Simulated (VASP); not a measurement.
Here is a VASP 6.6.1 calculation.

The input INCAR:

```
PREC = Accurate
ENCUT = 520
EDIFF = 1E-6
ISMEAR = -1
SIGMA = 0.08
LREAL = False
LASPH = True
NELM = 60
ALGO = Normal
ISIF = 2
LWAVE = False
LCHARG = True
GGA = PE
LELF = True
LVHAR = True
NBANDS = 11
```

KPOINTS

```
Automatic mesh
0
Gamma
  11 11 11
```

POSCAR

```
Si
1.0
    0.0000000000      2.6787699606      2.6787699606
    2.6787699606      0.0000000000      2.6787699606
    2.6787699606      2.6787699606      0.0000000000
Si
2
Direct
    0.5000000000      0.5000000000      0.5000000000
    0.7500000000      0.7500000000      0.7500000000
```

Potentials or basis: VASP PAW PBE potentials, release 64 (Si).

The run is started by

```bash
$ cat potpaw_PBE.64/Si/POTCAR > POTCAR
$ mpirun -np 1 vasp_std > vasp.out
```

Predict the pressure.

6.2 GPa.

What does it give for the band gap on the k mesh?

0.52 eV, indirect (least direct gap 2.58 eV).

 A k mesh can miss the band edges.
